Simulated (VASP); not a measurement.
# Ca2SiSe6 (Fm-3m) in VASP: single point with PBE

Aim: the single point of Ca2SiSe6 with PBE.

Program: VASP 6.6.1. These are calculated values, not measurements. Logs are shortened: lines on timing, memory, paths and dates and some standing lists are left out, and cuts for length are marked.

### Step 1. The cell of the first run

It takes space group Fm-3m (No. 225, cubic). The conventional cell has a = 9.512 Å, b = 9.512 Å, c = 9.512 Å, α = 90.00°, β = 90.00°, γ = 90.00°. Within 4.4 Å of Ca (site symmetry -43m) lie 12 Se at 3.36 Å and 4 Si at 4.12 Å. Si (site symmetry m-3m) has 6 Se at 2.39 Å within 3.2 Å. Se (site symmetry 4mm) has 1 Si at 2.39 Å within 3.2 Å.

The cell was built from a structure type or drawn by symmetry, and may not be a known phase.

### Step 2. Single point, PBE

File INCAR:

```
SYSTEM = Ca2SiSe6
PREC = Accurate
ENCUT = 520
EDIFF = 1E-6
ISMEAR = 0
SIGMA = 0.1
LREAL = .False.
LASPH = .True.
NELM = 100
ALGO = Fast
ISIF = 2
LWAVE = .False.
LCHARG = .False.
GGA = PE
NBANDS = 40
```

File KPOINTS:

```
regular mesh
0
Gamma
  8 8 8
  0 0 0
```

File POSCAR:

```
Ca2SiSe6
1.0
    0.0000000000      4.7559912979      4.7559912979
    4.7559912979      0.0000000000      4.7559912979
    4.7559912979      4.7559912979      0.0000000000
Ca Si Se
2 1 6
Direct
    0.7500000000      0.7500000000      0.7500000000
    0.2500000000      0.2500000000      0.2500000000
    0.5000000000      0.5000000000      0.5000000000
    0.2488122030      0.2488122030      0.7511877970
    0.7511877970      0.7511877970      0.2488122030
    0.7511877970      0.2488122030      0.7511877970
    0.2488122030      0.7511877970      0.2488122030
    0.7511877970      0.2488122030      0.2488122030
    0.2488122030      0.7511877970      0.7511877970
```

Potentials or basis: VASP PAW PBE potentials, release 64 (Ca_sv, Si, Se).

Launch:

```sh
$ cat potpaw_PBE.64/Ca_sv/POTCAR potpaw_PBE.64/Si/POTCAR potpaw_PBE.64/Se/POTCAR > POTCAR
$ mpirun -np 1 vasp_std > vasp.out
```

OUTCAR:

```text
SYSTEM = Ca2SiSe6
   PREC = Accurate
   ENCUT = 520
   EDIFF = 1E-6
   ISMEAR = 0
   LREAL = .False.
   LASPH = .True.
   NELM = 100
   ISIF = 2
   GGA = PE

 ion  position               nearest neighbor table
   1  0.750  0.750  0.750-
   2  0.250  0.250  0.250-
   3  0.500  0.500  0.500-   4 2.39   5 2.39   6 2.39   7 2.39   8 2.39   9 2.39
   4  0.249  0.249  0.751-   3 2.39
   5  0.751  0.751  0.249-   3 2.39
   6  0.751  0.249  0.751-   3 2.39
   7  0.249  0.751  0.249-   3 2.39
   8  0.751  0.249  0.249-   3 2.39
   9  0.249  0.751  0.751-   3 2.39

  LATTYP: Found a face centered cubic cell.
 ALAT       =     9.5119825958

  Lattice vectors:

 A1 = (   0.0000000000,   4.7559912979,   4.7559912979)
 A2 = (   4.7559912979,   0.0000000000,   4.7559912979)
 A3 = (   4.7559912979,   4.7559912979,   0.0000000000)

Analysis of symmetry for initial positions (statically):
=====================================================================
 Subroutine PRICEL returns:
 Original cell was already a primitive cell.

 Routine SETGRP: Setting up the symmetry group for a
 face centered cubic supercell.

 Subroutine GETGRP returns: Found 48 space group operations
 (whereof 48 operations were pure point group operations)
 out of a pool of 48 trial point group operations.

The static configuration has the point symmetry O_h .

Analysis of symmetry for dynamics (positions and initial velocities):
=====================================================================
 Subroutine PRICEL returns:
 Original cell was already a primitive cell.

 Routine SETGRP: Setting up the symmetry group for a
 face centered cubic supercell.

 Subroutine GETGRP returns: Found 48 space group operations
 (whereof 48 operations were pure point group operations)
 out of a pool of 48 trial point group operations.

The dynamic configuration has the point symmetry O_h .

 Subroutine INISYM returns: Found 48 space group operations
 (whereof 48 operations are pure point group operations),
 and found     1 'primitive' translations

----------------------------------------------------------------------------------------

                                     Primitive cell

[... 101 lines left out ...]
   LASPH  =      T    aspherical Exc in radial PAW
   ENCUT  =  520.0 eV  38.22 Ry    6.18 a.u.  12.51 12.51 12.51*2*pi/ulx,y,z
   NELM   =    100;   NELMIN=  2; NELMDL= -5     # of ELM steps
   EDIFF  = 0.1E-05   stopping-criterion for ELM
   LREAL  =      F    real-space projection
   EDIFFG = 0.1E-04   stopping-criterion for IOM
   NSW    =      0    number of steps for IOM
   IBRION =     -1    ionic relax: 0-MD 1-quasi-New 2-CG
   NFREE  =      0    steps in history (QN), initial steepest desc. (CG)
   ISIF   =      2    stress and relaxation
   ISYM   =      2    0-nonsym 1-usesym 2-fastsym
   POTIM  = 0.5000    time-step for ionic-motion
   TEBEG  =    0.0;   TEEND  =   0.0 temperature during run
   PSTRESS=    0.0 pullay stress
   NELECT =      60.0000    total number of electrons
   NUPDOWN=      -1.0000    fix difference up-down
   EMIN   =  10.00;   EMAX   =-10.00  energy-range for DOS
   EFERMI =   0.00;   METHOD = LEGACY
   ISMEAR =     0;   SIGMA  =   0.10  broadening in eV -4-tet -1-fermi 0-gaus
   EFERMI_NEDOS =   21; number of points for ismear=-14 and -15
   IALGO  =     68    algorithm
   IMIX   =      4    mixing-type and parameters
     AMIX     =   0.40;   BMIX     =  1.00
     AMIX_MAG =   1.60;   BMIX_MAG =  1.00
  volume/ion in A,a.u.               =      23.91       161.33
  Fermi-wavevector in a.u.,A,eV,Ry     =   1.069566  2.021186 15.564672  1.143971
  Thomas-Fermi vector in A             =   2.205249
   LORBIT       =      0    0 simple, 1 ext, 2 COOP (PROOUT), +10 PAW based schemes
   GGA     = PE    functional components
   LHFCALC =     F    Hartree Fock is set to
   AEXX    =    0.0000 exact exchange contribution
   IVDW    =     0    specifies the selected vdW correction
   LEPSILON=     F    determine dielectric tensor
   LRPA    =     F    only Hartree local field effects (RPA)
 non-spin polarized calculation
 RMM-DIIS sequential band-by-band and
 Gauss-broadening in eV      SIGMA  =   0.10
  energy-cutoff  :      520.00
  volume of cell :      215.16
 maximum number of plane-waves:      5825
   NGX = 25   NGY = 25   NGZ = 25

 number of electron      60.0000013 magnetization

 Free energy of the ion-electron system (eV)
  ---------------------------------------------------
  ext. energy  EPLUGINS =         0.00000000
  ---------------------------------------------------
  free energy    TOTEN  =       -35.86294468 eV

  energy without entropy =      -35.81964773  energy(sigma->0) =      -35.84129620

 E-fermi :   3.7874     XC(G=0):  -9.5140

 val. band max:        3.7862658727   @ k =   0.3750   0.0000   0.0000
 cond. band min:       3.7906621586   @ k =   0.5000   0.1250   0.0000
 fundamental gap:      0.0043962858
 Fermi energy:         3.7873963467

 k-point     1 :       0.0000    0.0000    0.0000
  band No.  band energies     occupation
      1     -37.5484      2.00000
      2     -37.5476      2.00000
      3     -18.5240      2.00000
      4     -18.5240      2.00000
      5     -18.5240      2.00000
      6     -18.5163      2.00000
[... 1021 lines left out ...]
     39       7.7789      0.00000
     40       7.9858      0.00000

 [... further k-points ...]
[... 5 lines left out ...]
  --------------------------------------------------------------------------------------
  -------------------------------------------------------------------------------------
  Total        0.0785642      0.0785642      0.0785642     -0.0000000      0.0000000     -0.0000000
  in kB        0.5850350      0.5850350      0.5850350     -0.0000000      0.0000000     -0.0000000
  external PRESSURE =       0.5850350 kB  Pullay stress =       0.0000000 kB

 VOLUME and BASIS-vectors are now :
 -----------------------------------------------------------------------------
  energy-cutoff  :      520.00
  volume of cell :      215.16
      direct lattice vectors                 reciprocal lattice vectors
     0.000000000  4.755991298  4.755991298    -0.105130554  0.105130554  0.105130554
     4.755991298  0.000000000  4.755991298     0.105130554 -0.105130554  0.105130554
     4.755991298  4.755991298  0.000000000     0.105130554  0.105130554 -0.105130554

 POSITION                                       TOTAL-FORCE (eV/Angst)
 -----------------------------------------------------------------------------------
      7.13399      7.13399      7.13399         0.000000     -0.000000      0.000000
      2.37800      2.37800      2.37800        -0.000000     -0.000000     -0.000000
      4.75599      4.75599      4.75599         0.000000     -0.000000      0.000000
      4.75599      4.75599      2.36670         0.000000     -0.000000     -0.006906
      4.75599      4.75599      7.14529         0.000000     -0.000000      0.006906
      4.75599      7.14529      4.75599         0.000000      0.006906      0.000000
      4.75599      2.36670      4.75599         0.000000     -0.006906      0.000000
      2.36670      4.75599      4.75599        -0.006906     -0.000000      0.000000
      7.14529      4.75599      4.75599         0.006906     -0.000000      0.000000
 -----------------------------------------------------------------------------------
    total drift:                                0.000000      0.000000     -0.000000

  FREE ENERGIE OF THE ION-ELECTRON SYSTEM (eV)
  ---------------------------------------------------
  free  energy   TOTEN  =       -35.8629446827 eV

  energy  without entropy=      -35.8196477251  energy(sigma->0) =      -35.84129620
```

OSZICAR:

```text
N       E                     dE             d eps       ncg     rms          rms(c)
DAV:   1     0.440283176754E+03    0.44028E+03   -0.26767E+04  2320   0.134E+03
DAV:   2     0.269013318317E+01   -0.43759E+03   -0.42467E+03  2776   0.315E+02
DAV:   3    -0.345954835026E+02   -0.37286E+02   -0.36815E+02  3512   0.800E+01
DAV:   4    -0.360352759113E+02   -0.14398E+01   -0.14315E+01  3536   0.148E+01
DAV:   5    -0.361085630005E+02   -0.73287E-01   -0.73255E-01  3440   0.235E+00    0.961E+00
RMM:   6    -0.358917057300E+02    0.21686E+00   -0.45518E-01  2790   0.218E+00    0.571E+00
RMM:   7    -0.358607678916E+02    0.30938E-01   -0.60392E-01  2898   0.291E+00    0.703E-01
RMM:   8    -0.358586394061E+02    0.21285E-02   -0.10245E-01  3093   0.127E+00    0.239E-01
RMM:   9    -0.358624522864E+02   -0.38129E-02   -0.43642E-02  3687   0.612E-01    0.196E-01
RMM:  10    -0.358628697547E+02   -0.41747E-03   -0.78598E-03  3728   0.258E-01    0.139E-01
RMM:  11    -0.358627586853E+02    0.11107E-03   -0.28998E-03  3564   0.168E-01    0.585E-02
RMM:  12    -0.358628847325E+02   -0.12605E-03   -0.13672E-03  3687   0.126E-01    0.342E-02
RMM:  13    -0.358629080296E+02   -0.23297E-04   -0.50046E-04  3694   0.689E-02    0.118E-02
RMM:  14    -0.358629281065E+02   -0.20077E-04   -0.22544E-04  3811   0.404E-02    0.164E-02
RMM:  15    -0.358629386827E+02   -0.10576E-04   -0.91969E-05  3552   0.232E-02    0.156E-02
RMM:  16    -0.358629414506E+02   -0.27679E-05   -0.39034E-05  3644   0.203E-02    0.576E-03
RMM:  17    -0.358629437148E+02   -0.22642E-05   -0.18612E-05  3198   0.134E-02    0.122E-03
RMM:  18    -0.358629446827E+02   -0.96787E-06   -0.75645E-06  2665   0.864E-03
   1 F= -.35862945E+02 E0= -.35841296E+02  d E =-.432970E-01
```

Wall time 6.2 min (1 thread of Intel Xeon Platinum 8488C (Sapphire Rapids), shared host); peak memory 0.48 GiB.

Results:

* Free energy: -35.8629 eV
* Pressure: 0.1 GPa
* Largest force: 0.007 eV/Å
* Band gap on the k mesh: zero (bands 30 and 31 overlap by 0.85 eV)

Forces in eV/Å, atoms in the order of the input:
```
Ca   0.000  0.000  0.000
Ca   0.000  0.000  0.000
Si   0.000  0.000  0.000
Se   0.000  0.000 -0.007
Se   0.000  0.000  0.007
Se   0.000  0.007  0.000
Se   0.000 -0.007  0.000
Se  -0.007  0.000  0.000
Se   0.007  0.000  0.000
```
